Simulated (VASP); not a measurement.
A run of VASP 6.6.1:

Contents of INCAR:

```
SYSTEM = Ru8N
ALGO     = Normal         ! electronic algorithm
DIPOL    = 0.5 0.5 0.490
EDIFF    = 1E-7           ! SCF threshold, eV
ENCUT    = 520            ! plane-wave cutoff, eV
GGA      = PE             ! functional
IDIPOL   = 3            
ISIF     = 2              ! what is computed and relaxed
ISMEAR   = 0              ! smearing method
IVDW     = 12             ! dispersion correction
LASPH    = .TRUE.         ! aspherical terms in the spheres
LCHARG   = .TRUE.         ! write CHGCAR
LDIPOL   = .TRUE.       
LELF     = .TRUE.         ! ELF
LREAL    = Auto         
LVACPOTAV= .TRUE.       
LVHAR    = .TRUE.       
LWAVE    = .FALSE.        ! write WAVECAR
NBANDS   = 132            ! bands
NELM     = 60             ! most SCF steps
PREC     = Accurate       ! precision mode
SIGMA    = 0.1            ! smearing width, eV
```

KPOINTS

```
k-points
0
G
  4 4 1
  0 0 0
```

POSCAR

```
Ru8N
1.0
    5.3951895500      0.0000000000      0.0000000000
   -2.6975947750      4.6723712085      0.0000000000
    0.0000000000      0.0000000000     24.3987269957
Ru N
16 2
Direct
    0.3333333333      0.1666666667      0.3278859590
    0.3333333333      0.6666666667      0.3278859590
    0.8333333333      0.1666666667      0.3278859590
    0.8333333333      0.6666666667      0.3278859590
    0.1666666667      0.3333333333      0.4153048231
    0.1666666667      0.8333333333      0.4153048231
    0.6666666667      0.3333333333      0.4153048231
    0.6666666667      0.8333333333      0.4153048231
    0.3333174890      0.1667199634      0.5032547541
    0.3332245914      0.6664000787      0.5033564303
    0.8332714393      0.1666040392      0.5032286899
    0.8330983148      0.6664202227      0.5032189691
    0.1667432252      0.3338737508      0.5880747759
    0.1671944166      0.8328154832      0.5879393669
    0.6665261888      0.3328960136      0.5880328536
    0.6656546389      0.8330611826      0.5879638492
    0.0568018753      0.0135567582      0.7353003242
   -0.0354256161     -0.2178595498      0.7425146387
```

Potentials or basis: VASP PAW PBE potentials, release 64 (Ru_pv, N).

Run with:

```console
$ cat potpaw_PBE.64/Ru_pv/POTCAR potpaw_PBE.64/N/POTCAR > POTCAR
$ mpirun -np 1 vasp_std > vasp.out
```

Hardware: 1 thread of Intel(R) Xeon(R) Platinum 8488C (Sapphire Rapids) (shared host).

Q: How long does it take, and how much memory?

A: Wall time 41 min on 1 thread of Intel(R) Xeon(R) Platinum 8488C (Sapphire Rapids) (shared host), peak memory 0.92 GiB. Counts: scf iterations 41, k points 10.
